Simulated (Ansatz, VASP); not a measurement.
# One calculation of SiO2, two programs

File INCAR:

```
SYSTEM = SiO2
  PREC = Accurate
  ENCUT = 520
  EDIFF = 1E-6
  ISMEAR = 0
  SIGMA = 0.05
  LREAL = .FALSE.
  LASPH = .TRUE.
  NELM = 100
  ALGO = Normal
  ISIF = 2
  LWAVE = .FALSE.
  LCHARG = .FALSE.
  GGA = CA
  NBANDS = 25
```

KPOINTS

```
Automatic mesh
0
G
  6 6 10
  0 0 0
```

File POSCAR:

```
SiO2
1.0
    4.5520062625      0.0000000000      0.0000000000
    0.0000000000      4.5520062625      0.0000000000
    0.0000000000      0.0000000000      2.4303161436
Si O
2 4
Direct
    0.5000000000      0.5000000000      0.5000000000
    0.0000000000      0.0000000000      0.0000000000
    0.6944252994      0.6944252994      0.0000000000
    0.1944252994      0.8055747006      0.5000000000
    0.3055747006      0.3055747006      0.0000000000
    0.8055747006      0.1944252994      0.5000000000
```

Input for Ansatz:

```yaml
crystal:
  lattice:
    - [4.5520062625, 0.0, 0.0]
    - [0.0, 4.5520062625, 0.0]
    - [0.0, 0.0, 2.4303161436]
  atoms:
    - { symbol: Si, position: [0.5, 0.5, 0.5] }
    - { symbol: Si, position: [0.0, 0.0, 0.0] }
    - { symbol: O, position: [0.6944252994, 0.6944252994, 0.0] }
    - { symbol: O, position: [0.1944252994, 0.8055747006, 0.5] }
    - { symbol: O, position: [0.3055747006, 0.3055747006, 0.0] }
    - { symbol: O, position: [0.8055747006, 0.1944252994, 0.5] }
basis:
  ecutwfc: 520.0
kpoints:
  mp_grid: { grid: [6, 6, 10] }
hamiltonian:
  xc: lda
  pseudopotentials: { kind: paw, azcp: { folder: soft_1 } }
scf:
  occupations: { method: gaussian, width: 0.05 }
output:
  forces: true
  stress: true
  eigenvalues: true
```

Alike in both runs: task single point; functional LDA; k mesh 6 × 6 × 10; occupations gaussian, width 0.05 eV; no spin polarisation.

|  | VASP | Ansatz |
| --- | --- | --- |
| version | VASP 6.6.1 | Ansatz 0.2.0 |
| potentials or method | VASP PAW LDA potentials, release 64 (Si, O), cutoff 520 eV | scalar-relativistic, plane waves, PAW |
| valence electrons in the cell | 32 | 32 |

Ansatz gave:

* gap on the k mesh at the Fermi level (eV): 4.34
* least direct gap on the mesh (eV): 4.34
* pressure (GPa): -12.2
* traceless stress, the component that is largest in VASP (GPa): 56.11
* rms of the force components (eV/Å): 1.061

**Question.** Which values does VASP return?

**Answer.** gap on the k mesh at the Fermi level (eV): 4.32; least direct gap on the mesh (eV): 4.32; pressure (GPa): -11.2; traceless stress, the component that is largest in VASP (GPa): 57.11; rms of the force components (eV/Å): 1.015.

Ansatz warns that its potentials were made for another functional, while VASP's fit it. LDA's correlation is that of Perdew and Zunger in VASP and of Perdew and Wang (1992) in Ansatz. Atom by atom the forces differ by 0.046 eV/Å (rms over components).
